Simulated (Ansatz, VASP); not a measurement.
## BaTe: VASP beside Ansatz

```xyz
2
Lattice="0.0000 3.4100 3.4100 3.4100 0.0000 3.4100 3.4100 3.4100 0.0000" Properties=species:S:1:pos:R:3 pbc="T T T"
Ba    0.0000    0.0000    0.0000
Te    3.4100    3.4100    3.4100
```

Alike in both runs: task electric field gradients; functional LDA; k mesh 10 × 10 × 10; occupations fermi-dirac, width 0.05 eV; no spin polarisation.

|  | VASP | Ansatz |
| --- | --- | --- |
| version | VASP 6.6.1 | Ansatz 0.2.0 |
| potentials or method | VASP PAW LDA potentials, release 64 (Ba_sv, Te) | PAW with Ansatz's default frozen-core files, scalar-relativistic |
| plane-wave cutoff (eV) | 520 | 420 |
| valence electrons in the cell | 16 | 26 |

|  | VASP | Ansatz | Ansatz less VASP |
| --- | --- | --- | --- |
| pressure (GPa) | 1.2 | 0.7 | -0.49 |

LDA's correlation is that of Perdew and Zunger in VASP and of Perdew and Wang (1992) in Ansatz. VASP's potentials hold 16 valence electrons a cell and Ansatz's 26, so a difference there can come from the potentials and not from the codes.

Neither program's run includes spin-orbit coupling.
